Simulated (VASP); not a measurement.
# CsRu (Fd-3m) in VASP: relaxation of cell and atoms with PBE

Aim: the relaxation of cell and atoms of CsRu with PBE.

Everything below comes from runs of VASP 6.6.1. Logs are shortened: lines on timing, memory, paths and dates and some standing lists are left out, and cuts for length are marked.

## Step 1: The cell of the first run

Symmetry: Fd-3m, No. 227, cubic system. The conventional cell has a = 8.057 Å, b = 8.057 Å, c = 8.057 Å, α = 90.00°, β = 90.00°, γ = 90.00°. Within 4.6 Å of Cs (site symmetry -43m) lie 10 Ru at 3.49 to 4.03 Å and 4 Cs at 3.49 Å. Ru (site symmetry -43m) has 10 Cs at 3.49 to 4.03 Å and 4 Ru at 3.49 Å within 4.6 Å.

The cell was built from a structure type or drawn by symmetry, and may not be a known phase.

## Step 2: Relaxation of cell and atoms, PBE

INCAR

```
SYSTEM = CsRu
PREC = Accurate
ENCUT = 600
EDIFF = 1E-7
ISMEAR = 0
SIGMA = 0.1
LREAL = .FALSE.
LASPH = .TRUE.
NELM = 120
ALGO = Normal
ISIF = 3
LWAVE = .FALSE.
LCHARG = .FALSE.
GGA = PE
IBRION = 2
NSW = 90
EDIFFG = -0.04
GGA_COMPAT = .FALSE.
NELMIN = 4
```

KPOINTS

```
Automatic mesh
0
G
  4 4 4
  0 0 0
```

POSCAR

```
CsRu
1.0
    0.0000000000      4.0282983800      4.0282983800
    4.0282983800      0.0000000000      4.0282983800
    4.0282983800      4.0282983800      0.0000000000
Cs Ru
2 2
Direct
    0.0000000000      0.0000000000      0.0000000000
    0.2500000000      0.2500000000      0.2500000000
    0.7500000000      0.7500000000      0.7500000000
    0.5000000000      0.5000000000      0.5000000000
```

Potentials or basis: VASP PAW PBE potentials, release 64 (Cs_sv, Ru_sv).

The run is started by

```
$ cat potpaw_PBE.64/Cs_sv/POTCAR potpaw_PBE.64/Ru_sv/POTCAR > POTCAR
$ mpirun -np 1 vasp_std > vasp.out
```

OUTCAR:

```text
SYSTEM = CsRu
   PREC = Accurate
   ENCUT = 600
   EDIFF = 1E-7
   ISMEAR = 0
   LREAL = .FALSE.
   LASPH = .TRUE.
   NELM = 120
   ISIF = 3
   GGA = PE
   IBRION = 2
   NSW = 90
   EDIFFG = -0.04
   NELMIN = 4

 ion  position               nearest neighbor table
   1  0.000  0.000  0.000-
   2  0.250  0.250  0.250-
   3  0.750  0.750  0.750-
   4  0.500  0.500  0.500-

  LATTYP: Found a face centered cubic cell.
 ALAT       =     8.0565967600

  Lattice vectors:

 A1 = (   0.0000000000,   4.0282983800,   4.0282983800)
 A2 = (   4.0282983800,   0.0000000000,   4.0282983800)
 A3 = (   4.0282983800,   4.0282983800,   0.0000000000)

Analysis of symmetry for initial positions (statically):
=====================================================================
 Subroutine PRICEL returns:
 Original cell was already a primitive cell.

 Routine SETGRP: Setting up the symmetry group for a
 face centered cubic supercell.

 Subroutine GETGRP returns: Found 48 space group operations
 (whereof 24 operations were pure point group operations)
 out of a pool of 48 trial point group operations.

The static configuration has the point symmetry T_d .
 The point group associated with its full space group is O_h .

Analysis of symmetry for dynamics (positions and initial velocities):
=====================================================================
 Subroutine PRICEL returns:
 Original cell was already a primitive cell.

 Routine SETGRP: Setting up the symmetry group for a
 face centered cubic supercell.

 Subroutine GETGRP returns: Found 48 space group operations
 (whereof 24 operations were pure point group operations)
 out of a pool of 48 trial point group operations.

The dynamic configuration has the point symmetry T_d .
 The point group associated with its full space group is O_h .

 Subroutine INISYM returns: Found 48 space group operations
 (whereof 24 operations are pure point group operations),
 and found     1 'primitive' translations

----------------------------------------------------------------------------------------

                                     Primitive cell

  volume of cell :     130.7359

  direct lattice vectors                    reciprocal lattice vectors
     0.000000000  4.028298380  4.028298380    -0.124121888  0.124121888  0.124121888
     4.028298380  0.000000000  4.028298380     0.124121888 -0.124121888  0.124121888
     4.028298380  4.028298380  0.000000000     0.124121888  0.124121888 -0.124121888

  length of vectors
     5.696874202  5.696874202  5.696874202     0.214985416  0.214985416  0.214985416

  position of ions in fractional coordinates (direct lattice)
     0.000000000  0.000000000  0.000000000
     0.250000000  0.250000000  0.250000000
     0.750000000  0.750000000  0.750000000
     0.500000000  0.500000000  0.500000000

  ion indices of the primitive-cell ions
   primitive index   ion index
                 1           1
                 2           2
                 3           3
                 4           4

----------------------------------------------------------------------------------------

 KPOINTS: Automatic mesh

Automatic generation of k-mesh.
 Grid dimensions read from file:
 generate k-points for:    4    4    4

 Generating k-lattice:

  Cartesian coordinates                     Fractional coordinates (reciprocal lattice)
    -0.031030472  0.031030472  0.031030472     0.250000000  0.000000000  0.000000000
     0.031030472 -0.031030472  0.031030472     0.000000000  0.250000000  0.000000000
     0.031030472  0.031030472 -0.031030472     0.000000000  0.000000000  0.250000000

  Length of vectors
     0.053746354  0.053746354  0.053746354

  Shift w.r.t. Gamma in fractional coordinates (k-lattice)
     0.000000000  0.000000000  0.000000000

 Subroutine IBZKPT returns following result:
 ===========================================

 Found      8 irreducible k-points:

 Following reciprocal coordinates:
            Coordinates               Weight
  0.000000  0.000000  0.000000      1.000000
  0.250000  0.000000  0.000000      8.000000
  0.500000  0.000000  0.000000      4.000000
  0.250000  0.250000  0.000000      6.000000
  0.500000  0.250000  0.000000     24.000000
 -0.250000  0.250000  0.000000     12.000000
  0.500000  0.500000  0.000000      3.000000
 -0.250000  0.500000  0.250000      6.000000
   k-points           NKPTS =      8   k-points in BZ     NKDIM =      8   number of bands    NBANDS=     30
   number of dos      NEDOS =    301   number of ions     NIONS =      4
   total plane-waves  NPLWV = 110592
   dimension x,y,z NGX =    48 NGY =   48 NGZ =   48
   dimension x,y,z NGXF=    96 NGYF=   96 NGZF=   96
   ions per type =               2   2
   NGX,Y,Z   is equivalent  to a cutoff of  14.01, 14.01, 14.01 a.u.
   NGXF,Y,Z  is equivalent  to a cutoff of  28.01, 28.01, 28.01 a.u.
 SYSTEM =  CsRu
   PREC   = accura    normal or accurate (medium, high low for compatibility)
   ISTART =      0    job   : 0-new  1-cont  2-samecut
   ICHARG =      2    charge: 1-file 2-atom 10-const
   ISPIN  =      1    spin polarized calculation?
   LNONCOLLINEAR =      F non collinear calculations
   LSORBIT =      F    spin-orbit coupling
   LASPH  =      T    aspherical Exc in radial PAW
   ENCUT  =  600.0 eV  44.10 Ry    6.64 a.u.  11.38 11.38 11.38*2*pi/ulx,y,z
   NELM   =    120;   NELMIN=  4; NELMDL= -5     # of ELM steps
   EDIFF  = 0.1E-06   stopping-criterion for ELM
   LREAL  =      F    real-space projection
   EDIFFG = -.4E-01   stopping-criterion for IOM
   NSW    =     90    number of steps for IOM
   IBRION =      2    ionic relax: 0-MD 1-quasi-New 2-CG
   NFREE  =      1    steps in history (QN), initial steepest desc. (CG)
   ISIF   =      3    stress and relaxation
   ISYM   =      2    0-nonsym 1-usesym 2-fastsym
   POTIM  = 0.5000    time-step for ionic-motion
   TEBEG  =    0.0;   TEEND  =   0.0 temperature during run
   PSTRESS=    0.0 pullay stress
   NELECT =      50.0000    total number of electrons
   NUPDOWN=      -1.0000    fix difference up-down
   EMIN   =  10.00;   EMAX   =-10.00  energy-range for DOS
   EFERMI =   0.00;   METHOD = LEGACY
   ISMEAR =     0;   SIGMA  =   0.10  broadening in eV -4-tet -1-fermi 0-gaus
   EFERMI_NEDOS =   21; number of points for ismear=-14 and -15
   IALGO  =     38    algorithm
   IMIX   =      4    mixing-type and parameters
     AMIX     =   0.40;   BMIX     =  1.00
     AMIX_MAG =   1.60;   BMIX_MAG =  1.00
  volume/ion in A,a.u.               =      32.68       220.56
  Fermi-wavevector in a.u.,A,eV,Ry     =   1.188319  2.245598 19.212829  1.412103
  Thomas-Fermi vector in A             =   2.324452
   LORBIT       =      0    0 simple, 1 ext, 2 COOP (PROOUT), +10 PAW based schemes
   GGA     = PE    functional components
   LHFCALC =     F    Hartree Fock is set to
   AEXX    =    0.0000 exact exchange contribution
   IVDW    =     0    specifies the selected vdW correction
   LEPSILON=     F    determine dielectric tensor
   LRPA    =     F    only Hartree local field effects (RPA)
 conjugate gradient relaxation of ions
 non-spin polarized calculation
 Gauss-broadening in eV      SIGMA  =   0.10
  energy-cutoff  :      600.00
  volume of cell :      130.74
 maximum number of plane-waves:      4398
 NGX is ok and might be reduce to    48
   NGX = 23   NGY = 23   NGZ = 23

--------------------------------------- Ionic step        1  -------------------------------------------

 number of electron      50.0000000 magnetization

 Free energy of the ion-electron system (eV)
  ---------------------------------------------------
  ext. energy  EPLUGINS =         0.00000000
  ---------------------------------------------------
  free energy    TOTEN  =       -12.00346407 eV

  energy without entropy =      -11.92736964  energy(sigma->0) =      -11.96541686

 E-fermi :   4.2073     XC(G=0):  -9.5406

 val. band max:        4.1774921703   @ k =   0.5000   0.2500   0.0000
 cond. band min:       4.2154852875   @ k =   0.5000   0.5000   0.0000
 fundamental gap:      0.0379931173
 Fermi energy:         4.2072652315

 k-point     1 :       0.0000    0.0000    0.0000
  band No.  band energies     occupation
      1     -67.2735      2.00000
      2     -67.2705      2.00000
      3     -37.3018      2.00000
      4     -37.3018      2.00000
      5     -37.3018      2.00000
      6     -37.2846      2.00000
[... 22 lines left out ...]
     29       6.9037      0.00000
     30       6.9037      0.00000

 k-point     2 :       0.2500    0.0000    0.0000
  band No.  band energies     occupation
      1     -67.2732      2.00000
      2     -67.2708      2.00000
      3     -37.3026      2.00000
      4     -37.3026      2.00000
      5     -37.3011      2.00000
      6     -37.2854      2.00000
[... 263 lines left out ...]
  FORCE on cell =-STRESS in cart. coord.  units (eV):
  Direction    XX          YY          ZZ          XY          YZ          ZX
  --------------------------------------------------------------------------------------
  -------------------------------------------------------------------------------------
  Total       -1.4645710     -1.4645710     -1.4645710      0.0000000     -0.0000000      0.0000000
  in kB      -20.2323761    -20.2323761    -20.2323761      0.0000000     -0.0000000      0.0000000
  external PRESSURE =     -20.2323761 kB  Pullay stress =       0.0000000 kB

 VOLUME and BASIS-vectors are now :
 -----------------------------------------------------------------------------
  energy-cutoff  :      600.00
  volume of cell :      115.98
      direct lattice vectors                 reciprocal lattice vectors
     0.000000000  3.870627447  3.870627447    -0.129178023  0.129178023  0.129178023
     3.870627447 -0.000000000  3.870627447     0.129178023 -0.129178023  0.129178023
     3.870627447  3.870627447 -0.000000000     0.129178023  0.129178023 -0.129178023

 POSITION                                       TOTAL-FORCE (eV/Angst)
 -----------------------------------------------------------------------------------
      3.87063      7.74125      3.87063         0.000000     -0.000000     -0.000000
      1.93531      1.93531      1.93531        -0.000000     -0.000000     -0.000000
      5.80594      5.80594      5.80594         0.000000      0.000000      0.000000
      3.87063      3.87063      3.87063        -0.000000     -0.000000     -0.000000
 -----------------------------------------------------------------------------------
    total drift:                               -0.000000     -0.000000     -0.000000

  FREE ENERGIE OF THE ION-ELECTRON SYSTEM (eV)
  ---------------------------------------------------
  free  energy   TOTEN  =       -12.2934455719 eV

  energy  without entropy=      -12.2378792447  energy(sigma->0) =      -12.26566241

--------------------------------------- Ionic step        3  -------------------------------------------

 number of electron      50.0000005 magnetization

 Free energy of the ion-electron system (eV)
  ---------------------------------------------------
  ext. energy  EPLUGINS =         0.00000000
  ---------------------------------------------------
  free energy    TOTEN  =       -12.34567189 eV

  energy without entropy =      -12.29826038  energy(sigma->0) =      -12.32196614

 E-fermi :   5.7429     XC(G=0): -10.4543

 val. band max:        5.7395032192   @ k =   0.2500   0.0000   0.0000
 cond. band min:       5.7590347773   @ k =   0.5000   0.5000   0.0000
 fundamental gap:      0.0195315581
 Fermi energy:         5.7428834997

 k-point     1 :       0.0000    0.0000    0.0000
  band No.  band energies     occupation
      1     -65.8639      2.00000
      2     -65.8562      2.00000
      3     -35.9054      2.00000
      4     -35.9054      2.00000
      5     -35.9054      2.00000
      6     -35.8693      2.00000
[... 22 lines left out ...]
     29       8.4949      0.00000
     30       8.4949      0.00000

 k-point     2 :       0.2500    0.0000    0.0000
  band No.  band energies     occupation
      1     -65.8631      2.00000
      2     -65.8570      2.00000
      3     -35.9070      2.00000
      4     -35.9070      2.00000
      5     -35.9041      2.00000
      6     -35.8709      2.00000
[... 225 lines left out ...]
  FORCE on cell =-STRESS in cart. coord.  units (eV):
  Direction    XX          YY          ZZ          XY          YZ          ZX
  --------------------------------------------------------------------------------------
  -------------------------------------------------------------------------------------
  Total       -0.1126404     -0.1126404     -0.1126404     -0.0000000      0.0000000      0.0000000
  in kB       -1.6589803     -1.6589803     -1.6589803     -0.0000000      0.0000000      0.0000000
  external PRESSURE =      -1.6589803 kB  Pullay stress =       0.0000000 kB

 VOLUME and BASIS-vectors are now :
 -----------------------------------------------------------------------------
  energy-cutoff  :      600.00
  volume of cell :      108.78
      direct lattice vectors                 reciprocal lattice vectors
     0.000000000  3.788883006  3.788883006    -0.131965014  0.131965014  0.131965014
     3.788883006 -0.000000000  3.788883006     0.131965014 -0.131965014  0.131965014
     3.788883006  3.788883006 -0.000000000     0.131965014  0.131965014 -0.131965014

 POSITION                                       TOTAL-FORCE (eV/Angst)
 -----------------------------------------------------------------------------------
      0.00000     -0.00000      0.00000        -0.000000     -0.000000      0.000000
      1.89444      1.89444      1.89444        -0.000000     -0.000000      0.000000
      5.68332      5.68332      5.68332        -0.000000     -0.000000     -0.000000
      3.78888      3.78888      3.78888         0.000000      0.000000      0.000000
 -----------------------------------------------------------------------------------
    total drift:                               -0.000000     -0.000000     -0.000000

  FREE ENERGIE OF THE ION-ELECTRON SYSTEM (eV)
  ---------------------------------------------------
  free  energy   TOTEN  =       -12.3456718942 eV

  energy  without entropy=      -12.2982603823  energy(sigma->0) =      -12.32196614

 reached required accuracy - stopping structural energy minimisation
```

Run time: 1.8 min. Hardware: 1 thread of Intel Xeon Platinum 8559C (Emerald Rapids), shared host; peak memory 0.35 GiB.

Results:

| Quantity | Value |
| --- | --- |
| Free energy | -12.3457 eV |
| Relaxed volume | 27.20 Å³/atom |
| Relaxed cell | a = 5.358 Å, b = 5.358 Å, c = 5.358 Å, α = 60.00°, β = 60.00°, γ = 60.00° |
| Space group after relaxing (to 0.1 Å) | Fd-3m (No. 227) |
| Energy gained by relaxing | 85.6 meV/atom |
| Ionic steps | 3 |
| Pressure after relaxing | -0.2 GPa |
| Band gap on the k mesh | zero (bands 25 and 26 overlap by 0.47 eV) |

The path:
```
step  energy change (eV)  largest force (eV/Å)  pressure (GPa)  volume (Å³)
   1              0.0000                0.0000           -3.98       130.74
   2             -0.2900                0.0000           -2.02       115.98
   3             -0.3422                0.0000           -0.17       108.78
```

Final structure:
```xyz
4
Lattice="0.0000 3.7889 3.7889 3.7889 0.0000 3.7889 3.7889 3.7889 0.0000" Properties=species:S:1:pos:R:3 pbc="T T T"
Cs    0.0000    0.0000    0.0000
Cs    1.8944    1.8944    1.8944
Ru    5.6833    5.6833    5.6833
Ru    3.7889    3.7889    3.7889
```

Caveat: the volume moved by over 15 % at a fixed basis, so the end points are rough; spin-orbit coupling is left out, which moves the levels of the heavy elements.
